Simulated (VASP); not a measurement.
# N (P2_13) in VASP: notebook

N is run at these levels: LDA, PBEsol; tasks: single point, relaxation of cell and atoms.

All numbers are computed with VASP 6.6.1; they aren't measurements. Logs are shortened: lines on timing, memory, paths and dates and some standing lists are left out, and cuts for length are marked.

## Step 1: The cell of the first run

It takes space group P2_13 (No. 198, cubic). Conventional cell: a = 5.815 Å, b = 5.815 Å, c = 5.815 Å, α = 90.00°, β = 90.00°, γ = 90.00°. N (site symmetry 3) has 1 N at 1.11 Å within 1.5 Å. N (site symmetry 3) has 1 N at 1.11 Å within 1.5 Å.

## Step 2: Single point, LDA

The input, INCAR:

```
PREC     = Accurate       # precision mode
ENCUT    = 910            # plane-wave cutoff, eV
EDIFF    = 1E-6           # SCF threshold, eV
ISMEAR   = 0              # smearing method
SIGMA    = 0.01           # smearing width, eV
LREAL    = False          # projectors in reciprocal space
LASPH    = True           # aspherical terms in the spheres
NELM     = 120            # most SCF steps
ALGO     = Normal         # electronic algorithm
ISIF     = 2              # what is computed and relaxed
LWAVE    = False          # write WAVECAR
LCHARG   = False          # write CHGCAR
GGA      = CA             # functional
NBANDS   = 30             # bands
GGA_COMPAT= False
```

The input, KPOINTS:

```
regular mesh
0
Gamma
  4 4 4
```

The input, POSCAR:

```
N
1.0
    5.8151017200      0.0000000000      0.0000000000
    0.0000000000      5.8151017200      0.0000000000
    0.0000000000      0.0000000000      5.8151017200
N
8
Direct
    0.0458611400      0.4541388600      0.5458611400
    0.4541388600      0.5458611400      0.0458611400
    0.5458611400      0.0458611400      0.4541388600
    0.9541388600      0.9541388600      0.9541388600
    0.9360985600      0.5639014400      0.4360985600
    0.5639014400      0.4360985600      0.9360985600
    0.4360985600      0.9360985600      0.5639014400
    0.0639014400      0.0639014400      0.0639014400
```

Potentials or basis: VASP PAW LDA potentials, release 64 (N_h).

Command:

```console
cat potpaw_LDA.64/N_h/POTCAR > POTCAR
mpirun -np 1 vasp_std > vasp.out
```

OUTCAR:

```text
PREC = Accurate
   ENCUT = 910
   EDIFF = 1E-6
   ISMEAR = 0
   LREAL = False
   LASPH = True
   NELM = 120
   ISIF = 2
   GGA = CA

 ion  position               nearest neighbor table
   1  0.046  0.454  0.546-   5 1.11
   2  0.454  0.546  0.046-   6 1.11
   3  0.546  0.046  0.454-   7 1.11
   4  0.954  0.954  0.954-   8 1.11
   5  0.936  0.564  0.436-   1 1.11
   6  0.564  0.436  0.936-   2 1.11
   7  0.436  0.936  0.564-   3 1.11
   8  0.064  0.064  0.064-   4 1.11

  LATTYP: Found a simple cubic cell.
 ALAT       =     5.8151017200

  Lattice vectors:

 A1 = (   5.8151017200,   0.0000000000,   0.0000000000)
 A2 = (   0.0000000000,   5.8151017200,   0.0000000000)
 A3 = (   0.0000000000,   0.0000000000,   5.8151017200)

Analysis of symmetry for initial positions (statically):
=====================================================================
 Subroutine PRICEL returns:
 Original cell was already a primitive cell.

 Routine SETGRP: Setting up the symmetry group for a
 simple cubic supercell.

 Subroutine GETGRP returns: Found 12 space group operations
 (whereof  3 operations were pure point group operations)
 out of a pool of 48 trial point group operations.

The static configuration has the point symmetry C_3 .
 The point group associated with its full space group is T   .

Analysis of symmetry for dynamics (positions and initial velocities):
=====================================================================
 Subroutine PRICEL returns:
 Original cell was already a primitive cell.

 Routine SETGRP: Setting up the symmetry group for a
 simple cubic supercell.

 Subroutine GETGRP returns: Found 12 space group operations
 (whereof  3 operations were pure point group operations)
 out of a pool of 48 trial point group operations.

The dynamic configuration has the point symmetry C_3 .
 The point group associated with its full space group is T   .

 Subroutine INISYM returns: Found 12 space group operations
 (whereof  3 operations are pure point group operations),
 and found     1 'primitive' translations

----------------------------------------------------------------------------------------

                                     Primitive cell

  volume of cell :     196.6400

  direct lattice vectors                    reciprocal lattice vectors
     5.815101720  0.000000000  0.000000000     0.171966037  0.000000000  0.000000000
     0.000000000  5.815101720  0.000000000     0.000000000  0.171966037  0.000000000
     0.000000000  0.000000000  5.815101720     0.000000000  0.000000000  0.171966037

  length of vectors
     5.815101720  5.815101720  5.815101720     0.171966037  0.171966037  0.171966037

  position of ions in fractional coordinates (direct lattice)
     0.045861140  0.454138860  0.545861140
     0.454138860  0.545861140  0.045861140
     0.545861140  0.045861140  0.454138860
     0.954138860  0.954138860  0.954138860
     0.936098560  0.563901440  0.436098560
     0.563901440  0.436098560  0.936098560
     0.436098560  0.936098560  0.563901440
     0.063901440  0.063901440  0.063901440

  ion indices of the primitive-cell ions
   primitive index   ion index
                 1           1
                 2           2
                 3           3
                 4           4
                 5           5
                 6           6
                 7           7
                 8           8

----------------------------------------------------------------------------------------

 KPOINTS: regular mesh

Automatic generation of k-mesh.
 Grid dimensions read from file:
 generate k-points for:    4    4    4

 Generating k-lattice:

  Cartesian coordinates                     Fractional coordinates (reciprocal lattice)
     0.042991509  0.000000000  0.000000000     0.250000000  0.000000000  0.000000000
     0.000000000  0.042991509  0.000000000     0.000000000  0.250000000  0.000000000
     0.000000000  0.000000000  0.042991509     0.000000000  0.000000000  0.250000000

  Length of vectors
     0.042991509  0.042991509  0.042991509

  Shift w.r.t. Gamma in fractional coordinates (k-lattice)
     0.000000000  0.000000000  0.000000000

 Subroutine IBZKPT returns following result:
 ===========================================

 Found     11 irreducible k-points:

 Following reciprocal coordinates:
            Coordinates               Weight
  0.000000  0.000000  0.000000      1.000000
  0.250000  0.000000  0.000000      6.000000
  0.500000  0.000000  0.000000      3.000000
  0.250000  0.250000  0.000000     12.000000
  0.500000  0.250000  0.000000      6.000000
 -0.250000  0.500000  0.000000      6.000000
  0.500000  0.500000  0.000000      3.000000
  0.250000  0.250000  0.250000      8.000000
  0.500000  0.250000  0.250000     12.000000
  0.500000  0.500000  0.250000      6.000000
  0.500000  0.500000  0.500000      1.000000
   k-points           NKPTS =     11   k-points in BZ     NKDIM =     11   number of bands    NBANDS=     30
   number of dos      NEDOS =    301   number of ions     NIONS =      8
   total plane-waves  NPLWV = 216000
   dimension x,y,z NGX =    60 NGY =   60 NGZ =   60
   dimension x,y,z NGXF=   120 NGYF=  120 NGZF=  120
   ions per type =               8
   NGX,Y,Z   is equivalent  to a cutoff of  17.15, 17.15, 17.15 a.u.
   NGXF,Y,Z  is equivalent  to a cutoff of  34.31, 34.31, 34.31 a.u.
 SYSTEM =  unknown system
   PREC   = accura    normal or accurate (medium, high low for compatibility)
   ISTART =      0    job   : 0-new  1-cont  2-samecut
   ICHARG =      2    charge: 1-file 2-atom 10-const
   ISPIN  =      1    spin polarized calculation?
   LNONCOLLINEAR =      F non collinear calculations
   LSORBIT =      F    spin-orbit coupling
   LASPH  =      T    aspherical Exc in radial PAW
   ENCUT  =  910.0 eV  66.88 Ry    8.18 a.u.  14.30 14.30 14.30*2*pi/ulx,y,z
   NELM   =    120;   NELMIN=  2; NELMDL= -5     # of ELM steps
   EDIFF  = 0.1E-05   stopping-criterion for ELM
   LREAL  =      F    real-space projection
[... 7 lines left out ...]
   TEBEG  =    0.0;   TEEND  =   0.0 temperature during run
   PSTRESS=    0.0 pullay stress
   NELECT =      40.0000    total number of electrons
   NUPDOWN=      -1.0000    fix difference up-down
   EMIN   =  10.00;   EMAX   =-10.00  energy-range for DOS
   EFERMI =   0.00;   METHOD = LEGACY
   ISMEAR =     0;   SIGMA  =   0.01  broadening in eV -4-tet -1-fermi 0-gaus
   EFERMI_NEDOS =   21; number of points for ismear=-14 and -15
   IALGO  =     38    algorithm
   IMIX   =      4    mixing-type and parameters
     AMIX     =   0.40;   BMIX     =  1.00
     AMIX_MAG =   1.60;   BMIX_MAG =  1.00
  volume/ion in A,a.u.               =      24.58       165.87
  Fermi-wavevector in a.u.,A,eV,Ry     =   0.962803  1.819434 12.612464  0.926990
  Thomas-Fermi vector in A             =   2.092294
   LORBIT       =      0    0 simple, 1 ext, 2 COOP (PROOUT), +10 PAW based schemes
   GGA     = CA    functional components
   LHFCALC =     F    Hartree Fock is set to
   AEXX    =    0.0000 exact exchange contribution
   IVDW    =     0    specifies the selected vdW correction
   LEPSILON=     F    determine dielectric tensor
   LRPA    =     F    only Hartree local field effects (RPA)
 non-spin polarized calculation
 Gauss-broadening in eV      SIGMA  =   0.01
  energy-cutoff  :      910.00
  volume of cell :      196.64
 maximum number of plane-waves:     12328
 NGX is ok and might be reduce to    60
   NGX = 29   NGY = 29   NGZ = 29

 number of electron      40.0000001 magnetization

 Free energy of the ion-electron system (eV)
  ---------------------------------------------------
  ext. energy  EPLUGINS =         0.00000000
  ---------------------------------------------------
  free energy    TOTEN  =       -70.83781261 eV

  energy without entropy =      -70.83781261  energy(sigma->0) =      -70.83781261

 E-fermi :  -6.6886     XC(G=0):  -6.6466

 val. band max:       -6.7554077505   @ k =   0.5000   0.0000   0.0000
 cond. band min:       0.5476027468   @ k =   0.0000   0.0000   0.0000
 fundamental gap:      7.3030104973
 Fermi energy:        -6.6886081165

 k-point     1 :       0.0000    0.0000    0.0000
  band No.  band energies     occupation
      1     -24.7042      2.00000
      2     -24.6615      2.00000
      3     -24.6615      2.00000
      4     -24.6615      2.00000
      5     -10.0931      2.00000
      6     -10.0931      2.00000
[... 22 lines left out ...]
     29       3.7715      0.00000
     30       6.4198      0.00000

 k-point     2 :       0.2500    0.0000    0.0000
  band No.  band energies     occupation
      1     -24.6980      2.00000
      2     -24.6681      2.00000
      3     -24.6615      2.00000
      4     -24.6612      2.00000
      5     -10.0938      2.00000
      6     -10.0884      2.00000
[... 22 lines left out ...]
     29       3.9038      0.00000
     30       5.4291      0.00000

 k-point     3 :       0.5000    0.0000    0.0000
  band No.  band energies     occupation
      1     -24.6831      2.00000
      2     -24.6831      2.00000
      3     -24.6613      2.00000
      4     -24.6613      2.00000
      5     -10.0863      2.00000
      6     -10.0863      2.00000
[... 22 lines left out ...]
     29       4.4377      0.00000
     30       4.4377      0.00000

 k-point     4 :       0.2500    0.2500    0.0000
  band No.  band energies     occupation
      1     -24.6927      2.00000
      2     -24.6684      2.00000
      3     -24.6655      2.00000
      4     -24.6621      2.00000
      5     -10.0936      2.00000
      6     -10.0768      2.00000
[... 187 lines left out ...]
     29       4.6758      0.00000
     30       4.6758      0.00000

 k-point    10 :       0.5000    0.5000    0.2500
  band No.  band energies     occupation
      1     -24.6735      2.00000
      2     -24.6735      2.00000
      3     -24.6705      2.00000
      4     -24.6705      2.00000
      5     -10.0858      2.00000
      6     -10.0858      2.00000
[... 22 lines left out ...]
     29       5.0834      0.00000
     30       5.1120      0.00000

 k-point    11 :       0.5000    0.5000    0.5000
  band No.  band energies     occupation
      1     -24.6719      2.00000
      2     -24.6719      2.00000
      3     -24.6719      2.00000
      4     -24.6719      2.00000
      5     -10.0884      2.00000
      6     -10.0884      2.00000
[... 22 lines left out ...]
     29       5.2570      0.00000
     30       5.2570      0.00000

------------------------ aborting loop because EDIFF is reached ----------------------------------------

  FORCE on cell =-STRESS in cart. coord.  units (eV):
  Direction    XX          YY          ZZ          XY          YZ          ZX
  --------------------------------------------------------------------------------------
  -------------------------------------------------------------------------------------
  Total       -2.9942429     -2.9942429     -2.9942429     -0.0000000     -0.0000000     -0.0000000
  in kB      -24.3963954    -24.3963954    -24.3963954     -0.0000000     -0.0000000     -0.0000000
  external PRESSURE =     -24.3963954 kB  Pullay stress =       0.0000000 kB

 VOLUME and BASIS-vectors are now :
 -----------------------------------------------------------------------------
  energy-cutoff  :      910.00
  volume of cell :      196.64
      direct lattice vectors                 reciprocal lattice vectors
     5.815101720  0.000000000  0.000000000     0.171966037  0.000000000  0.000000000
     0.000000000  5.815101720  0.000000000     0.000000000  0.171966037  0.000000000
     0.000000000  0.000000000  5.815101720     0.000000000  0.000000000  0.171966037

 POSITION                                       TOTAL-FORCE (eV/Angst)
 -----------------------------------------------------------------------------------
      0.26669      2.64086      3.17424        -0.813031      0.813031     -0.813031
      2.64086      3.17424      0.26669         0.813031     -0.813031     -0.813031
      3.17424      0.26669      2.64086        -0.813031     -0.813031      0.813031
      5.54841      5.54841      5.54841         0.813031      0.813031      0.813031
      5.44351      3.27914      2.53596         0.814589     -0.814589      0.814589
      3.27914      2.53596      5.44351        -0.814589      0.814589      0.814589
      2.53596      5.44351      3.27914         0.814589      0.814589     -0.814589
      0.37159      0.37159      0.37159        -0.814589     -0.814589     -0.814589
 -----------------------------------------------------------------------------------
    total drift:                                0.000000      0.000000      0.000000

  FREE ENERGIE OF THE ION-ELECTRON SYSTEM (eV)
  ---------------------------------------------------
  free  energy   TOTEN  =       -70.8378126075 eV

  energy  without entropy=      -70.8378126075  energy(sigma->0) =      -70.83781261
```

Wall time 2.6 min (1 thread of AMD EPYC 7R43 (Zen 3), shared host); peak memory 0.36 GiB.

What came out:

| Quantity | Value |
| --- | --- |
| Free energy | -70.8378 eV |
| Pressure | -2.4 GPa |
| Largest force | 1.411 eV/Å |
| Band gap on the k mesh | 7.30 eV (least direct gap 7.32 eV) |

Forces on the atoms (eV/Å):
```
N   -0.813  0.813 -0.813
N    0.813 -0.813 -0.813
N   -0.813 -0.813  0.813
N    0.813  0.813  0.813
N    0.815 -0.815  0.815
N   -0.815  0.815  0.815
N    0.815  0.815 -0.815
N   -0.815 -0.815 -0.815
```

Levels at points of the mesh, in eV from the valence-band top:
```tsv
k point	band 18	band 19	band 20	band 21	band 22	band 23
(0.00, 0.00, 0.00)	-0.02	-0.02	-0.02	7.30	7.30	7.30
(0.50, 0.00, 0.00)	-0.30	0.00	0.00	7.52	7.52	7.84
(0.50, 0.50, 0.00)	-0.17	-0.13	-0.13	7.83	7.83	7.85
(0.50, 0.50, 0.50)	-0.20	-0.20	-0.20	7.85	7.85	7.85
```

Caveat: the cutoff is under 1.25 times the usual one of these potentials, so pressure, stress and relaxed cells hold a basis-set (Pulay) error; forces of over 1 eV/Å act on the atoms, so gaps and moduli don't describe the material at rest.

## Step 3: Relaxation of cell and atoms, PBEsol

The input, INCAR:

```
PREC = Accurate ; ENCUT = 600
EDIFF = 1E-6 ; ISMEAR = -1
SIGMA = 0.05 ; LREAL = False
LASPH = True ; NELM = 100
ALGO = Normal ; ISIF = 3
LWAVE = False ; LCHARG = False
GGA = PS ; IBRION = 2
NSW = 60 ; EDIFFG = -0.01
```

The input, KPOINTS:

```
regular mesh
0
Gamma
  5 5 5
```

POSCAR is that of step 2.

Potentials or basis: VASP PAW PBE potentials, release 64 (N).

Command:

```console
cat potpaw_PBE.64/N/POTCAR > POTCAR
mpirun -np 1 vasp_std > vasp.out
```

It took 2.3 min on 1 thread of AMD EPYC 9R45 (Zen 5), shared host; peak memory 0.3 GiB.

The run converged. Its results:

| Property | Result |
| --- | --- |
| Free energy | -68.3365 eV |
| Relaxed volume | 24.55 Å³/atom |
| Relaxed cell | a = 5.812 Å, b = 5.812 Å, c = 5.812 Å, α = 90.00°, β = 90.00°, γ = 90.00° |
| Space group after relaxing (to 0.1 Å) | P2_13 (No. 198) |
| Energy gained by relaxing | 1.1 meV/atom |
| Ionic steps | 8 |
| Pressure after relaxing | 0.0 GPa |
| Largest force after relaxing | 0.010 eV/Å |
| Band gap on the k mesh | 7.34 eV (least direct gap 7.35 eV) |

Forces on the atoms (eV/Å):
```
N    0.006 -0.006  0.006
N   -0.006  0.006  0.006
N    0.006  0.006 -0.006
N   -0.006 -0.006 -0.006
N    0.001 -0.001  0.001
N   -0.001  0.001  0.001
N    0.001  0.001 -0.001
N   -0.001 -0.001 -0.001
```

Step by step:
| step | energy change (eV) | largest force (eV/Å) | pressure (GPa) | volume (Å³) |
| --- | --- | --- | --- | --- |
| 1 | 0.0000 | 0.8265 | 0.96 | 196.64 |
| 2 | 1.6708 | 9.1729 | -11.61 | 200.86 |
| 3 | -0.0084 | 0.0942 | -0.12 | 196.90 |
| 4 | -0.0086 | 0.0147 | -0.02 | 196.87 |
| 5 | -0.0086 | 0.0126 | -0.01 | 196.87 |
| 6 | -0.0086 | 0.0127 | -0.01 | 196.82 |
| 7 | -0.0086 | 0.0115 | -0.01 | 196.66 |
| 8 | -0.0087 | 0.0097 | -0.01 | 196.36 |

Final structure:
```yaml
crystal:
  lattice:
    - [5.81235, 0.00000, 0.00000]
    - [0.00000, 5.81235, 0.00000]
    - [0.00000, 0.00000, 5.81235]
  atoms:
    - { symbol: N, position: [0.04638, 0.45362, 0.54638] }
    - { symbol: N, position: [0.45362, 0.54638, 0.04638] }
    - { symbol: N, position: [0.54638, 0.04638, 0.45362] }
    - { symbol: N, position: [0.95362, 0.95362, 0.95362] }
    - { symbol: N, position: [0.93605, 0.56395, 0.43605] }
    - { symbol: N, position: [0.56395, 0.43605, 0.93605] }
    - { symbol: N, position: [0.43605, 0.93605, 0.56395] }
    - { symbol: N, position: [0.06395, 0.06395, 0.06395] }
```

Levels at points of the mesh, in eV from the valence-band top:
| k point | band 18 | band 19 | band 20 | band 21 | band 22 | band 23 |
| --- | --- | --- | --- | --- | --- | --- |
| (0.00, 0.00, 0.00) | -0.02 | -0.02 | -0.02 | 7.34 | 7.34 | 7.34 |

Caveat: the standard files for N, O and F lose accuracy on very short bonds; this functional lacks dispersion, which holds the molecules together, so the pressure and a relaxed volume are unreliable; the PAW data sets were made with another functional, which shifts forces and pressure a little; an odd mesh through Γ misses points on the zone boundary, where band edges can lie.
